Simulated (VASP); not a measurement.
# Si8S in VASP: single point with PBE

Aim: the single point of Si8S with PBE.

Everything below comes from runs of VASP 6.6.1. Logs are shortened: lines on timing, memory, paths and dates and some standing lists are left out, and cuts for length are marked.

### 1 The cell of the first run

The cell holds a slab with vacuum, 9 atoms: a = 3.851 Å, b = 3.851 Å, c = 25.746 Å, α = 90.00°, β = 90.00°, γ = 120.00°.

### 2 Single point, PBE, collinear spin

INCAR reads:

```
PREC = Accurate ; ENCUT = 520
EDIFF = 1E-6 ; ISMEAR = 0
SIGMA = 0.05 ; LREAL = False
LASPH = True ; NELM = 150
ALGO = Fast ; ISIF = 2
LWAVE = False ; LCHARG = True
ISPIN = 2 ; MAGMOM = 0 0 0 0 0 0 0 0 2
LORBIT = 11 ; LDIPOL = True
IDIPOL = 3 ; DIPOL = 0.5 0.5 0.384
GGA = PE ; LELF = True
LVHAR = True ; LVACPOTAV = True
NBANDS = 33
```

KPOINTS reads:

```
Automatic mesh
0
Gamma
  9 9 1
```

POSCAR reads:

```
Si8S
1.0
    3.8510821778      0.0000000000      0.0000000000
   -1.9255410889      3.3351349981      0.0000000000
    0.0000000000      0.0000000000     25.7458743948
Si S
8 1
Direct
    0.6666666667      0.3333333334      0.1553646980
    0.3333333333      0.6666666667      0.1864797875
    0.3333333333      0.6666666667      0.2789705447
    0.6666666667      0.3333333334      0.3100856343
    0.6666666667      0.3333333334      0.4023777094
    0.3333333333      0.6666666667      0.4328816174
    0.3333333333      0.6666666667      0.5270845181
    0.6666666667      0.3333333334      0.5533264933
    0.6666666667      0.8333333334      0.6084682772
```

Potentials or basis: VASP PAW PBE potentials, release 64 (Si, S).

Run with:

```sh
cat potpaw_PBE.64/Si/POTCAR potpaw_PBE.64/S/POTCAR > POTCAR
mpirun -np 1 vasp_std > vasp.out
```

OUTCAR:

```text
PREC = Accurate
   ENCUT = 520
   EDIFF = 1E-6
   ISMEAR = 0
   LREAL = False
   LASPH = True
   NELM = 150
   ISIF = 2
   ISPIN = 2
   LORBIT = 11
   GGA = PE

 ion  position               nearest neighbor table
   1  0.667  0.333  0.155-   2 2.36   2 2.36   2 2.36
   2  0.333  0.667  0.186-   1 2.36   1 2.36   1 2.36   3 2.38
   3  0.333  0.667  0.279-   4 2.36   4 2.36   4 2.36   2 2.38
   4  0.667  0.333  0.310-   3 2.36   3 2.36   3 2.36   5 2.38
   5  0.667  0.333  0.402-   6 2.36   6 2.36   6 2.36   4 2.38
   6  0.333  0.667  0.433-   5 2.36   5 2.36   5 2.36   7 2.43
   7  0.333  0.667  0.527-   8 2.32   8 2.32   8 2.32   9 2.37   6 2.43
   8  0.667  0.333  0.553-   7 2.32   7 2.32   7 2.32   9 2.39   9 2.39
   9  0.667  0.833  0.608-   7 2.37   8 2.39   8 2.39

  LATTYP: Found a hexagonal cell.
 ALAT       =     3.8510821778
 C/A-ratio  =     6.6853609469

  Lattice vectors:

 A1 = (   3.8510821778,   0.0000000000,   0.0000000000)
 A2 = (  -1.9255410889,   3.3351349981,   0.0000000000)
 A3 = (   0.0000000000,   0.0000000000,  25.7458743948)

Analysis of symmetry for initial positions (statically):
=====================================================================
 Subroutine PRICEL returns:
 Original cell was already a primitive cell.

 Routine SETGRP: Setting up the symmetry group for a
 hexagonal supercell.

 Subroutine GETGRP returns: Found  2 space group operations
 (whereof  2 operations were pure point group operations)
 out of a pool of 24 trial point group operations.

The static configuration has the point symmetry C_1h.

Analysis of symmetry for dynamics (positions and initial velocities):
=====================================================================
 Subroutine PRICEL returns:
 Original cell was already a primitive cell.

 Routine SETGRP: Setting up the symmetry group for a
 hexagonal supercell.

 Subroutine GETGRP returns: Found  2 space group operations
 (whereof  2 operations were pure point group operations)
 out of a pool of 24 trial point group operations.

The dynamic configuration has the point symmetry C_1h.

Analysis of structural, dynamic, and magnetic symmetry:
=====================================================================
 Subroutine PRICEL returns:
 Original cell was already a primitive cell.

 Routine SETGRP: Setting up the symmetry group for a
 hexagonal supercell.

 Subroutine GETGRP returns: Found  2 space group operations
 (whereof  2 operations were pure point group operations)
 out of a pool of 24 trial point group operations.

The overall configuration has the point symmetry C_1h.

 Subroutine INISYM returns: Found  2 space group operations
[... 169 lines left out ...]
 cond. band min:       0.8771722686   @ k =   0.3333   0.1111   0.0000
 fundamental gap:      0.0141863913
 Fermi energy:         0.8721263207

 spin component 1

 k-point     1 :       0.0000    0.0000    0.0000
  band No.  band energies     occupation
      1     -13.6458      1.00000
      2     -10.8837      1.00000
      3     -10.1871      1.00000
      4      -9.2790      1.00000
      5      -8.6604      1.00000
      6      -5.3253      1.00000
[... 805 lines left out ...]
     30       5.9738      0.00000
     31       6.2660      0.00000

 [... further k-points ...]

 spin component 2

 k-point     1 :       0.0000    0.0000    0.0000
  band No.  band energies     occupation
      1     -13.5943      1.00000
      2     -10.9200      1.00000
      3     -10.2664      1.00000
      4      -9.3815      1.00000
      5      -8.6425      1.00000
      6      -5.4104      1.00000
[... 805 lines left out ...]
     30       5.9120      0.00000
     31       6.1527      0.00000

 [... further k-points ...]

 [bands above 31 left out]

------------------------ aborting loop because EDIFF is reached ----------------------------------------

  FORCE on cell =-STRESS in cart. coord.  units (eV):
  Direction    XX          YY          ZZ          XY          YZ          ZX
  --------------------------------------------------------------------------------------
  -------------------------------------------------------------------------------------
  Total        1.2722295      1.1206653      0.5108468      0.1312585     -0.0816604     -0.1414399
  in kB        6.1641356      5.4297851      2.4751267      0.6359662     -0.3956564     -0.6852967
  external PRESSURE =       4.6896825 kB  Pullay stress =       0.0000000 kB

 VOLUME and BASIS-vectors are now :
 -----------------------------------------------------------------------------
  energy-cutoff  :      520.00
  volume of cell :      330.68
      direct lattice vectors                 reciprocal lattice vectors
     3.851082178  0.000000000  0.000000000     0.259667271  0.149918969  0.000000000
    -1.925541089  3.335134998  0.000000000     0.000000000  0.299837938  0.000000000
     0.000000000  0.000000000 25.745874395     0.000000000  0.000000000  0.038841174

 POSITION                                       TOTAL-FORCE (eV/Angst)
 -----------------------------------------------------------------------------------
      1.92554      1.11171      4.00000        -0.011597     -0.006696      0.458796
     -0.00000      2.22342      4.80109         0.002224      0.001284     -0.567161
     -0.00000      2.22342      7.18234         0.006546      0.003779      0.156872
      1.92554      1.11171      7.98343         0.034583      0.019967     -0.125627
      1.92554      1.11171     10.35957        -0.057994     -0.033483      0.029033
     -0.00000      2.22342     11.14492         0.239923      0.138519     -0.002006
     -0.00000      2.22342     13.57025        -0.826089     -0.476943     -0.534741
      1.92554      1.11171     14.24587         0.624227      0.360398      0.621154
      0.96277      2.77928     15.66555        -0.011822     -0.006825     -0.036319
 -----------------------------------------------------------------------------------
    total drift:                               -0.000060     -0.000035     -0.000409

  FREE ENERGIE OF THE ION-ELECTRON SYSTEM (eV)
  ---------------------------------------------------
  free  energy   TOTEN  =       -45.0854219782 eV

  energy  without entropy=      -45.0807480677  energy(sigma->0) =      -45.08308502

 vacuum level on the upper side and lower side of the slab         6.057         5.641

 total charge

# of ion       s       p       d       tot
------------------------------------------
    1        0.796   0.845   0.000   1.640
    2        0.755   0.911   0.000   1.667
    3        0.760   0.911   0.000   1.671
    4        0.756   0.918   0.000   1.674
    5        0.756   0.922   0.000   1.677
    6        0.768   0.900   0.000   1.669
    7        0.765   0.908   0.000   1.673
    8        0.775   0.838   0.000   1.613
    9        1.371   2.282   0.000   3.653
--------------------------------------------------
tot          7.503   9.435   0.000  16.938

 magnetization (x)

# of ion       s       p       d       tot
------------------------------------------
    1       -0.032  -0.163   0.000  -0.195
    2       -0.003  -0.013   0.000  -0.016
    3       -0.009  -0.035   0.000  -0.044
    4       -0.002  -0.009   0.000  -0.011
    5       -0.001  -0.004   0.000  -0.005
    6        0.004   0.006   0.000   0.010
    7        0.006   0.009   0.000   0.016
    8       -0.000   0.003   0.000   0.002
    9        0.002   0.043   0.000   0.044
--------------------------------------------------
tot         -0.036  -0.163   0.000  -0.198
```

OSZICAR:

```text
N       E                     dE             d eps       ncg     rms          rms(c)
DAV:   1     0.154462883859E+03    0.15446E+03   -0.13312E+04  3300   0.886E+02
DAV:   2    -0.293955347729E+02   -0.18386E+03   -0.17572E+03  4410   0.157E+02
DAV:   3    -0.446830964803E+02   -0.15288E+02   -0.14926E+02  4269   0.432E+01
DAV:   4    -0.452333165378E+02   -0.55022E+00   -0.54780E+00  4616   0.950E+00
[... 23 lines left out ...]
RMM:  28    -0.450853021896E+02   -0.22910E-03   -0.75243E-06  3791   0.697E-03    0.416E-03
RMM:  29    -0.450853856556E+02   -0.83466E-04   -0.28099E-06  3520   0.470E-03    0.299E-03
RMM:  30    -0.450854097031E+02   -0.24047E-04   -0.31319E-06  3591   0.388E-03    0.239E-03
RMM:  31    -0.450854217004E+02   -0.11997E-04   -0.85290E-07  3234   0.263E-03    0.181E-03
RMM:  32    -0.450854219782E+02   -0.27779E-06   -0.53381E-07  3127   0.200E-03
   1 F= -.45085422E+02 E0= -.45083085E+02  d E =-.467391E-02  mag=    -0.6298
```

It took 28 min on 1 thread of Oxide Virtual Turin-like, shared host; peak memory 0.74 GiB.

What came out:

| Quantity | Value |
| --- | --- |
| Free energy | -45.0854 eV |
| Largest force | 1.094 eV/Å |
| Net moment | -0.63 μB per cell |
| Site moments | Si -0.20, -0.02, -0.04, -0.01, +0.01, +0.02, +0.00 (each value once); S +0.04 μB |
| Valence electrons inside the program's atomic spheres | Si 1.64, 1.67, 1.68, 1.61 (each value once); S 3.65 |

Forces in eV/Å, atoms in the order of the input:
```
Si  -0.012 -0.007  0.459
Si   0.002  0.001 -0.567
Si   0.007  0.004  0.157
Si   0.035  0.020 -0.126
Si  -0.058 -0.033  0.029
Si   0.240  0.139 -0.002
Si  -0.826 -0.477 -0.535
Si   0.624  0.360  0.621
S   -0.012 -0.007 -0.036
```

Levels at points of the mesh, in eV from the Fermi level:
Spin up:
```
           k point  band 16  band 17  band 18  band 19  band 20  band 21  band 22  band 23
(0.00, 0.00, 0.00)    -0.36    -0.06     0.03     0.20     0.31     0.96     1.30     1.97
```
Spin down:
| k point | band 15 | band 16 | band 17 | band 18 | band 19 | band 20 | band 21 | band 22 | band 23 | band 24 |
| --- | --- | --- | --- | --- | --- | --- | --- | --- | --- | --- |
| (0.00, 0.00, 0.00) | -0.76 | -0.47 | -0.17 | -0.14 | -0.01 | 0.35 | 0.80 | 1.26 | 1.87 | 2.35 |
